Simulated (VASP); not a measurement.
# Sb (P4/mmm) in VASP: further runs

The runs below take Sb through single point, with PBEsol.

Everything below comes from runs of VASP 6.6.1. Logs are shortened: lines on timing, memory, paths and dates and some standing lists are left out, and cuts for length are marked.

### Step 1. The cell of the first run

It takes space group P4/mmm (No. 123, tetragonal). The conventional cell has a = 3.160 Å, b = 3.160 Å, c = 3.002 Å, α = 90.00°, β = 90.00°, γ = 90.00°. Sb (site symmetry 4/mmm) has 6 Sb at 3.00 to 3.16 Å within 4.0 Å.

### Step 2. Single point, PBEsol (strain +0.000 along x and y, -0.050 along z)

Input file INCAR:

```
PREC = Accurate
ENCUT = 520
EDIFF = 1E-6
ISMEAR = 0
SIGMA = 0.15
LREAL = F
LASPH = T
NELM = 60
ALGO = Normal
ISIF = 2
LWAVE = F
LCHARG = F
GGA = PS
NBANDS = 8
```

Input file KPOINTS:

```
Automatic mesh
0
Gamma
  16 16 16
```

Input file POSCAR:

```
Sb
1.0
    3.1600000000      0.0000000000      0.0000000000
    0.0000000000      3.1600000000      0.0000000000
    0.0000000000      0.0000000000      3.0020000000
Sb
1
Direct
    0.0000000000      0.0000000000      0.0000000000
```

Potentials or basis: VASP PAW PBE potentials, release 64 (Sb).

Command:

```bash
cat potpaw_PBE.64/Sb/POTCAR > POTCAR
mpirun -np 1 vasp_std > vasp.out
```

OUTCAR:

```text
PREC = Accurate
   ENCUT = 520
   EDIFF = 1E-6
   ISMEAR = 0
   LREAL = F
   LASPH = T
   NELM = 60
   ISIF = 2
   GGA = PS

 ion  position               nearest neighbor table
   1  0.000  0.000  0.000-

  LATTYP: Found a simple tetragonal cell.
 ALAT       =     3.1600000000
 C/A-ratio  =     0.9500000000

  Lattice vectors:

 A1 = (   3.1600000000,   0.0000000000,   0.0000000000)
 A2 = (   0.0000000000,   3.1600000000,   0.0000000000)
 A3 = (   0.0000000000,   0.0000000000,   3.0020000000)

Analysis of symmetry for initial positions (statically):
=====================================================================
 Subroutine PRICEL returns:
 Original cell was already a primitive cell.

 Routine SETGRP: Setting up the symmetry group for a
 simple tetragonal supercell.

 Subroutine GETGRP returns: Found 16 space group operations
 (whereof 16 operations were pure point group operations)
 out of a pool of 16 trial point group operations.

The static configuration has the point symmetry D_4h.

Analysis of symmetry for dynamics (positions and initial velocities):
=====================================================================
 Subroutine PRICEL returns:
 Original cell was already a primitive cell.

 Routine SETGRP: Setting up the symmetry group for a
 simple tetragonal supercell.

 Subroutine GETGRP returns: Found 16 space group operations
 (whereof 16 operations were pure point group operations)
 out of a pool of 16 trial point group operations.

The dynamic configuration has the point symmetry D_4h.

 Subroutine INISYM returns: Found 16 space group operations
 (whereof 16 operations are pure point group operations),
 and found     1 'primitive' translations

----------------------------------------------------------------------------------------

                                     Primitive cell

  volume of cell :      29.9768

  direct lattice vectors                    reciprocal lattice vectors
     3.160000000  0.000000000  0.000000000     0.316455696  0.000000000  0.000000000
     0.000000000  3.160000000  0.000000000     0.000000000  0.316455696  0.000000000
     0.000000000  0.000000000  3.002000000     0.000000000  0.000000000  0.333111259

  length of vectors
     3.160000000  3.160000000  3.002000000     0.316455696  0.316455696  0.333111259

  position of ions in fractional coordinates (direct lattice)
     0.000000000  0.000000000  0.000000000

  ion indices of the primitive-cell ions
   primitive index   ion index
                 1           1

----------------------------------------------------------------------------------------

 KPOINTS: Automatic mesh

Automatic generation of k-mesh.
 Grid dimensions read from file:
 generate k-points for:   16   16   16

 Generating k-lattice:

  Cartesian coordinates                     Fractional coordinates (reciprocal lattice)
     0.019778481  0.000000000  0.000000000     0.062500000  0.000000000  0.000000000
     0.000000000  0.019778481  0.000000000     0.000000000  0.062500000  0.000000000
     0.000000000  0.000000000  0.020819454     0.000000000  0.000000000  0.062500000

  Length of vectors
     0.019778481  0.019778481  0.020819454

  Shift w.r.t. Gamma in fractional coordinates (k-lattice)
     0.000000000  0.000000000  0.000000000

 Subroutine IBZKPT returns following result:
 ===========================================

 Found    405 irreducible k-points:

 Following reciprocal coordinates:
            Coordinates               Weight
  0.000000  0.000000  0.000000      1.000000
  0.062500  0.000000  0.000000      4.000000
  0.125000  0.000000  0.000000      4.000000
  0.187500  0.000000  0.000000      4.000000
  0.250000  0.000000  0.000000      4.000000
  0.312500  0.000000  0.000000      4.000000
[... 16 lines left out ...]
  0.437500  0.125000  0.000000      8.000000
  0.500000  0.125000  0.000000      4.000000
 [... further k-points ...]
   k-points           NKPTS =    405   k-points in BZ     NKDIM =    405   number of bands    NBANDS=      8
   number of dos      NEDOS =    301   number of ions     NIONS =      1
   total plane-waves  NPLWV =  13824
   dimension x,y,z NGX =    24 NGY =   24 NGZ =   24
   dimension x,y,z NGXF=    48 NGYF=   48 NGZF=   48
   ions per type =               1
   NGX,Y,Z   is equivalent  to a cutoff of  12.63, 12.63, 13.29 a.u.
   NGXF,Y,Z  is equivalent  to a cutoff of  25.25, 25.25, 26.58 a.u.
 SYSTEM =  unknown system
   PREC   = accura    normal or accurate (medium, high low for compatibility)
   ISTART =      0    job   : 0-new  1-cont  2-samecut
   ICHARG =      2    charge: 1-file 2-atom 10-const
   ISPIN  =      1    spin polarized calculation?
   LNONCOLLINEAR =      F non collinear calculations
   LSORBIT =      F    spin-orbit coupling
   LASPH  =      T    aspherical Exc in radial PAW
   ENCUT  =  520.0 eV  38.22 Ry    6.18 a.u.   5.88  5.88  5.58*2*pi/ulx,y,z
   NELM   =     60;   NELMIN=  2; NELMDL= -5     # of ELM steps
[... 112 lines left out ...]
  band No.  band energies     occupation
      1      -4.2268      2.00000
      2       3.4734      2.00000
      3      10.7969      0.00000
      4      12.2925      0.00000
      5      14.7628      0.00000
      6      16.3813      0.00000
      7      19.4078      0.00000
      8      20.0026      0.00000

 k-point     7 :       0.3750    0.0000    0.0000
  band No.  band energies     occupation
      1      -3.7887      2.00000
      2       2.4182      2.00000
      3      11.1383      0.00000
      4      12.6408      0.00000
      5      15.1982      0.00000
      6      16.8426      0.00000
      7      18.6445      0.00000
      8      19.1764      0.00000

 k-point     8 :       0.4375    0.0000    0.0000
  band No.  band energies     occupation
      1      -3.4208      2.00000
      2       1.6761      2.00000
      3      11.3970      0.00000
      4      12.9055      0.00000
      5      15.6165      0.00000
      6      17.2654      0.00000
      7      18.1300      0.00000
      8      18.6134      0.00000

 k-point     9 :       0.5000    0.0000    0.0000
  band No.  band energies     occupation
      1      -3.2687      2.00000
      2       1.3986      2.00000
      3      11.4955      0.00000
      4      13.0064      0.00000
      5      15.8197      0.00000
      6      17.4038      0.00000
      7      17.9459      0.00000
      8      18.6365      0.00000

 k-point    10 :       0.0625    0.0625    0.0000
  band No.  band energies     occupation
      1      -5.3533      2.00000
      2       9.0058      0.00000
      3       9.0730      0.00000
      4      11.2701      0.00000
      5      14.3820      0.00000
      6      14.4368      0.00000
      7      15.7281      0.00000
      8      22.7870      0.00000
[... 78 lines left out ...]
 k-point    18 :       0.1250    0.1250    0.0000
  band No.  band energies     occupation
      1      -5.0373      2.00000
      2       7.7395      0.00000
      3       7.8970      0.00000
      4      11.5779      0.00000
      5      15.2726      0.00000
      6      16.1293      0.00000
      7      16.7973      0.00000
      8      20.4167      0.00000

 k-point    19 :       0.1875    0.1250    0.0000
  band No.  band energies     occupation
      1      -4.7791      2.00000
      2       6.3425      2.00000
      3       8.0713      0.00000
      4      11.8236      0.00000
      5      15.5376      0.00000
      6      16.5763      0.00000
      7      17.9632      0.00000
      8      19.5560      0.00000

 k-point    20 :       0.2500    0.1250    0.0000
  band No.  band energies     occupation
      1      -4.4310      2.00000
      2       4.9408      2.00000
      3       8.3962      0.00000
      4      12.1420      0.00000
      5      15.8353      0.00000
      6      16.5587      0.00000
      7      18.0720      0.00000
      8      20.4399      0.00000

 k-point    21 :       0.3125    0.1250    0.0000
  band No.  band energies     occupation
      1      -4.0147      2.00000
      2       3.6774      2.00000
      3       8.7750      0.00000
      4      12.5012      0.00000
      5      15.9952      0.00000
      6      16.2362      0.00000
      7      18.0562      0.00000
      8      20.8150      0.00000

 k-point    22 :       0.3750    0.1250    0.0000
  band No.  band energies     occupation
      1      -3.5759      2.00000
      2       2.6217      2.00000
      3       9.1587      0.00000
      4      12.8505      0.00000
      5      15.3095      0.00000
      6      16.6162      0.00000
      7      18.3773      0.00000
      8      20.0822      0.00000

 k-point    23 :       0.4375    0.1250    0.0000
  band No.  band energies     occupation
      1      -3.2072      2.00000
      2       1.8788      2.00000
      3       9.4650      0.00000
      4      13.1162      0.00000
      5      14.7644      0.00000
      6      16.9914      0.00000
      7      18.7596      0.00000
      8      19.5832      0.00000

 k-point    24 :       0.5000    0.1250    0.0000
  band No.  band energies     occupation
      1      -3.0546      2.00000
      2       1.6008      2.00000
      3       9.5864      0.00000
      4      13.2175      0.00000
      5      14.5585      0.00000
      6      17.1665      0.00000
      7      18.9445      0.00000
      8      19.4036      0.00000

 [... further k-points ...]
[... 5 lines left out ...]
  --------------------------------------------------------------------------------------
  -------------------------------------------------------------------------------------
  Total       -0.7281405     -0.7281405      0.2394131      0.0000000      0.0000000      0.0000000
  in kB      -38.9171377    -38.9171377     12.7959837      0.0000000      0.0000000      0.0000000
  external PRESSURE =     -21.6794306 kB  Pullay stress =       0.0000000 kB

 VOLUME and BASIS-vectors are now :
 -----------------------------------------------------------------------------
  energy-cutoff  :      520.00
  volume of cell :       29.98
      direct lattice vectors                 reciprocal lattice vectors
     3.160000000  0.000000000  0.000000000     0.316455696  0.000000000  0.000000000
     0.000000000  3.160000000  0.000000000     0.000000000  0.316455696  0.000000000
     0.000000000  0.000000000  3.002000000     0.000000000  0.000000000  0.333111259

 POSITION                                       TOTAL-FORCE (eV/Angst)
 -----------------------------------------------------------------------------------
      0.00000      0.00000      0.00000         0.000000      0.000000      0.000000
 -----------------------------------------------------------------------------------
    total drift:                               -0.000000      0.000000      0.000000

  FREE ENERGIE OF THE ION-ELECTRON SYSTEM (eV)
  ---------------------------------------------------
  free  energy   TOTEN  =        -4.5095655463 eV

  energy  without entropy=       -4.5049348332  energy(sigma->0) =       -4.50725019
```

Run time: 20 s. Hardware: 1 thread of Intel Xeon 6975P-C (Granite Rapids), shared host; peak memory 0.21 GiB.

What came out:

- Free energy: -4.5096 eV
- Pressure: -2.2 GPa

Stress tensor (GPa, compression positive):
```
-3.89  0.00  0.00
 0.00 -3.89  0.00
 0.00  0.00  1.28
```

Caveat: the cell differs from its parent crystal (strain +0.000 along x and y, -0.050 along z); the PAW data sets were made with another functional, which shifts forces and pressure a little; spin-orbit coupling is left out, which moves the levels of the heavy elements.

### Step 3. Single point, PBEsol (strain -0.025 along x and y, +0.000 along z)

Input file INCAR:

```
SYSTEM = Sb
PREC = Accurate
ENCUT = 520
EDIFF = 1E-7
ISMEAR = 0
SIGMA = 0.15
LREAL = .False.
LASPH = .True.
NELM = 80
ALGO = Normal
ISIF = 2
LWAVE = .False.
LCHARG = .False.
GGA = PS
NBANDS = 8
```

Input file KPOINTS:

```
Automatic mesh
0
Gamma
  16 16 16
  0 0 0
```

Input file POSCAR:

```
Sb
1.0
    3.0810000000      0.0000000000      0.0000000000
    0.0000000000      3.0810000000      0.0000000000
    0.0000000000      0.0000000000      3.1600000000
Sb
1
Direct
    0.0000000000      0.0000000000      0.0000000000
```

Potentials or basis: VASP PAW PBE potentials, release 64 (Sb).

Command:

```bash
cat potpaw_PBE.64/Sb/POTCAR > POTCAR
mpirun -np 1 vasp_std > vasp.out
```

Wall time 18 s (1 thread of Intel Xeon 6975P-C (Granite Rapids), shared host); peak memory 0.21 GiB.

The run converged. Its results:

* Free energy: -4.5210 eV
* Pressure: -2.5 GPa

Stress tensor (GPa, compression positive):
```
-1.49  0.00  0.00
 0.00 -1.49  0.00
 0.00  0.00 -4.39
```

Levels at points of the mesh, in eV from the Fermi level:
```tsv
k point	band 1	band 2	band 3	band 4	band 5	band 6
(0.00, 0.00, 0.00)	-12.35	2.79	3.49	3.49	6.71	7.12
(0.50, 0.00, 0.00)	-9.84	-5.57	4.87	5.58	9.02	10.33
(0.50, 0.50, 0.00)	-7.16	-3.46	-3.46	2.19	6.96	12.72
(0.00, 0.00, 0.50)	-10.16	-5.50	5.31	5.31	9.05	10.76
(0.50, 0.00, 0.50)	-7.52	-3.70	-3.35	2.13	7.43	12.93
(0.50, 0.50, 0.50)	-4.57	-1.71	-1.71	-1.33	4.70	4.90
```

Caveat: the cell differs from its parent crystal (strain -0.025 along x and y, +0.000 along z); the PAW data sets were made with another functional, which shifts forces and pressure a little; spin-orbit coupling is left out, which moves the levels of the heavy elements.

### Step 4. Single point, PBEsol (strain +0.000 along x and y, -0.025 along z)

Input file INCAR:

```
SYSTEM = Sb
ALGO     = Normal         ! electronic algorithm
EDIFF    = 1E-6           ! SCF threshold, eV
ENCUT    = 520            ! plane-wave cutoff, eV
GGA      = PS             ! functional
ISIF     = 2              ! what is computed and relaxed
ISMEAR   = 0              ! smearing method
LASPH    = .True.         ! aspherical terms in the spheres
LCHARG   = .True.         ! write CHGCAR
LELF     = .True.         ! ELF
LREAL    = .False.        ! projectors in reciprocal space
LVHAR    = .True.       
LWAVE    = .False.        ! write WAVECAR
NBANDS   = 8              ! bands
NELM     = 60             ! most SCF steps
PREC     = Accurate       ! precision mode
SIGMA    = 0.15           ! smearing width, eV
```

Input file KPOINTS:

```
k-points
0
Gamma
  16 16 16
  0 0 0
```

Input file POSCAR:

```
Sb
1.0
    3.1600000000      0.0000000000      0.0000000000
    0.0000000000      3.1600000000      0.0000000000
    0.0000000000      0.0000000000      3.0810000000
Sb
1
Direct
    0.0000000000      0.0000000000      0.0000000000
```

Command:

```bash
cat potpaw_PBE.64/Sb/POTCAR > POTCAR
mpirun -np 1 vasp_std > vasp.out
```

Wall time 25 s (1 thread of Intel Xeon 6975P-C (Granite Rapids), shared host); peak memory 0.21 GiB.

It converged, with:

| Item | Value |
| --- | --- |
| Free energy | -4.5065 eV |
| Pressure | -3.7 GPa |

Stress tensor (GPa, compression positive):
```
-4.43  0.00  0.00
 0.00 -4.43  0.00
 0.00  0.00 -2.23
```

Levels at points of the mesh, in eV from the Fermi level:
```csv
k point,band 1,band 2,band 3,band 4,band 5,band 6,band 7
"(0.00, 0.00, 0.00)",-12.16,2.96,2.96,3.66,6.77,6.97,8.09
"(0.50, 0.00, 0.00)",-9.95,-5.35,4.78,5.50,8.94,10.49,11.17
"(0.50, 0.50, 0.00)",-7.64,-3.43,-3.43,2.20,7.34,12.80,13.44
"(0.00, 0.00, 0.50)",-9.63,-5.43,5.05,5.05,9.00,10.21,11.16
"(0.50, 0.00, 0.50)",-7.29,-3.54,-3.20,2.26,6.88,12.59,12.89
"(0.50, 0.50, 0.50)",-4.71,-1.79,-1.41,-1.41,4.80,4.80,5.01
```

Caveat: the cell differs from its parent crystal (strain +0.000 along x and y, -0.025 along z); the PAW data sets were made with another functional, which shifts forces and pressure a little; spin-orbit coupling is left out, which moves the levels of the heavy elements.

### Step 5. Single point, PBEsol (strain -0.025 along x and y, +0.025 along z)

Input file INCAR:

```
PREC = Accurate
ENCUT = 520
EDIFF = 1E-7
ISMEAR = 0
SIGMA = 0.15
LREAL = F
LASPH = T
NELM = 80
ALGO = Normal
ISIF = 2
LWAVE = F
LCHARG = T
GGA = PS
LELF = T
LVHAR = T
NBANDS = 8
```

Input file KPOINTS:

```
Automatic mesh
0
Gamma
  16 16 16
```

Input file POSCAR:

```
Sb
1.0
    3.0810000000      0.0000000000      0.0000000000
    0.0000000000      3.0810000000      0.0000000000
    0.0000000000      0.0000000000      3.2390000000
Sb
1
Direct
    0.0000000000      0.0000000000      0.0000000000
```

Command:

```bash
cat potpaw_PBE.64/Sb/POTCAR > POTCAR
mpirun -np 1 vasp_std > vasp.out
```

Run time: 29 s. Hardware: 1 thread of Intel Xeon Platinum 8259CL at 2.50GHz (Skylake/Cascade Lake), shared host; peak memory 0.21 GiB.

The run converged. Its results:

| Item | Value |
| --- | --- |
| Free energy | -4.4951 eV |
| Pressure | -3.4 GPa |

Stress tensor (GPa, compression positive):
```
-1.85  0.00  0.00
 0.00 -1.85  0.00
 0.00  0.00 -6.53
```

Levels at points of the mesh, in eV from the Fermi level:
```
           k point  band 1  band 2  band 3  band 4  band 5  band 6  band 7  band 8
(0.00, 0.00, 0.00)  -12.19    2.31    3.64    3.64    6.35    7.24    8.25   17.35
(0.50, 0.00, 0.00)   -9.66   -5.45    4.38    5.73    8.85   10.01   10.57   11.42
(0.50, 0.50, 0.00)   -6.96   -3.33   -3.33    2.30    6.46   12.40   12.65   12.66
(0.00, 0.00, 0.50)  -10.27   -5.30    5.23    5.23    8.97   10.93   11.37   11.80
(0.50, 0.00, 0.50)   -7.63   -3.77   -3.11    2.21    7.34   12.80   13.15   13.34
(0.50, 0.50, 0.50)   -4.70   -1.79   -1.79   -1.05    4.60    5.01    5.01    6.92
```

Caveat: the cell differs from its parent crystal (strain -0.025 along x and y, +0.025 along z); the PAW data sets were made with another functional, which shifts forces and pressure a little; spin-orbit coupling is left out, which moves the levels of the heavy elements.

### Step 6. Overview

| cell | gap on the mesh (eV) | pressure (GPa) |
| --- | --- | --- |
| a = 3.160, b = 3.160, c = 3.002 Å, 1 atom | none | -2.2 |
| a = 3.081, b = 3.081, c = 3.160 Å, 1 atom | none | -2.5 |
| a = 3.160, b = 3.160, c = 3.081 Å, 1 atom | none | -3.7 |
| a = 3.081, b = 3.081, c = 3.239 Å, 1 atom | none | -3.4 |

Alike in all rows: task single point; level PBEsol; potentials or basis VASP PAW PBE potentials, release 64 (Sb); no spin polarisation; k mesh 16 × 16 × 16; cutoff (eV) 520; smearing gaussian 0.15 eV.

Caveats: the PAW data sets were made with another functional, which shifts forces and pressure a little; spin-orbit coupling is left out, which moves the levels of the heavy elements.

Total energies depend on the potentials used, so only differences within one code and one set of settings carry meaning.
